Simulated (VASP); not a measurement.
Here is a VASP 6.6.1 calculation.

File INCAR:

```
PREC     = Accurate       # precision mode
ENCUT    = 520            # plane-wave cutoff, eV
EDIFF    = 1E-8           # SCF threshold, eV
ISMEAR   = -1             # smearing method
SIGMA    = 0.05           # smearing width, eV
LREAL    = F              # projectors in reciprocal space
LASPH    = T              # aspherical terms in the spheres
NELM     = 60             # most SCF steps
ALGO     = Normal         # electronic algorithm
ISIF     = 2              # what is computed and relaxed
LWAVE    = F              # write WAVECAR
LCHARG   = F              # write CHGCAR
GGA      = PS             # functional
LEFG     = T            
NBANDS   = 7              # bands
```

Contents of KPOINTS:

```
regular mesh
0
Gamma
  15 15 15
```

POSCAR

```
Mg
1.0
   -1.8511658027      1.8511658027      1.6932840215
    1.8511658027     -1.8511658027      1.6932840215
    1.8511658027      1.8511658027     -1.6932840215
Mg
1
Direct
    0.0000000000      0.0000000000      0.0000000000
```

Potentials or basis: VASP PAW PBE potentials, release 64 (Mg).

Command:

```sh
$ cat potpaw_PBE.64/Mg/POTCAR > POTCAR
$ mpirun -np 1 vasp_std > vasp.out
```

Task: Estimate the pressure.

Result: -1.0 GPa.

Task: Estimate the band gap on the k mesh.

Result: Zero (band 1 reaches 5.76 eV, above the bottom of band 2 at 1.31 eV).

Electric field gradients, principal values (V/Å²):
```csv
atom,least,middle,greatest (by size)
1 Mg,1.096,1.096,-2.191
```

Caveat: without QUAD_EFG the Cq values of the log hold for a quadrupole moment of 1 mb, not for the nuclei; the PAW data sets were made with another functional, which shifts forces and pressure a little.
